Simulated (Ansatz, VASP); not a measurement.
**Two plane-wave programs on LuTi3F**

```xyz
5
Lattice="4.4514 0.0000 0.0000 0.0000 4.4514 0.0000 0.0000 0.0000 4.4514" Properties=species:S:1:pos:R:3 pbc="T T T"
Lu    2.2257    2.2257    2.2257
Ti    2.2257    0.0000    0.0000
Ti    0.0000    2.2257    0.0000
Ti    0.0000    0.0000    2.2257
F     0.0000    0.0000    0.0000
```

Alike in both runs: task relaxation of cell and atoms; functional PBE; k mesh 4 × 4 × 4; occupations gaussian, width 0.1 eV; collinear spin.

|  | VASP | Ansatz |
| --- | --- | --- |
| version | VASP 6.6.1 | Ansatz 0.2.0 |
| potentials or method | VASP PAW PBE potentials, release 64 (Lu, Ti_sv, F), cutoff 600 eV | scalar-relativistic, plane waves, PAW |
| valence electrons in the cell | 68 | 68 |

|  | VASP | Ansatz | Ansatz less VASP |
| --- | --- | --- | --- |
| gap on the k mesh at the Fermi level, each at its own relaxed structure (eV) | none | none | - |
| net moment per atom (μB) | 0.00 | 0.00 | 0.000 |
| relaxed volume (Å³/atom) | 17.13 | 17.13 | -0.004 |
| relaxed length of the cell vector where the two differ most in proportion (Å) | 4.408 | 4.408 | -0.0003 |

A gap of «none» marks a metal or a gap that the smearing closes. Ansatz's warnings: seeded moment not kept.

Spin-orbit coupling is off throughout.
